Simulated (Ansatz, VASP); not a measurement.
# Two plane-wave programs on C

```
C
1.0
     4.27005    0.00000    0.00000
    -2.13502    3.69797    0.00000
     0.00000    0.00000    5.03459
C
10
Cartesian
  0.9041 0.5220 3.7759
  1.2309 3.1760 1.2586
  2.1350 2.6540 3.7759
  0.0000 1.0440 1.2586
  3.3659 0.5220 3.7759
  -1.2309 3.1760 1.2586
  2.1350 1.2327 3.7759
  0.0000 2.4653 1.2586
  0.0000 0.0000 0.0000
  0.0000 0.0000 2.5173
```

Alike in both runs: task relaxation of cell and atoms; functional PBE; k mesh 12 × 12 × 8; occupations gaussian, width 0.1 eV; no spin polarisation.

```csv
,VASP,Ansatz
version,VASP 6.6.1,Ansatz 0.2.0
potentials or method,"VASP PAW PBE potentials, release 64 (C), cutoff 600 eV","scalar-relativistic, plane waves, PAW"
valence electrons in the cell,40,40
```

Ansatz gave:

- gap on the k mesh at the Fermi level, each at its own relaxed structure (eV): none
- relaxed volume (Å³/atom): 7.96
- relaxed length of the cell vector where the two differ most in proportion (Å): 5.038

Q: Estimate VASP's values.

A: gap on the k mesh at the Fermi level, each at its own relaxed structure (eV): none; relaxed volume (Å³/atom): 7.95; relaxed length of the cell vector where the two differ most in proportion (Å): 5.036.

A gap of «none» marks a metal or a gap that the smearing closes.
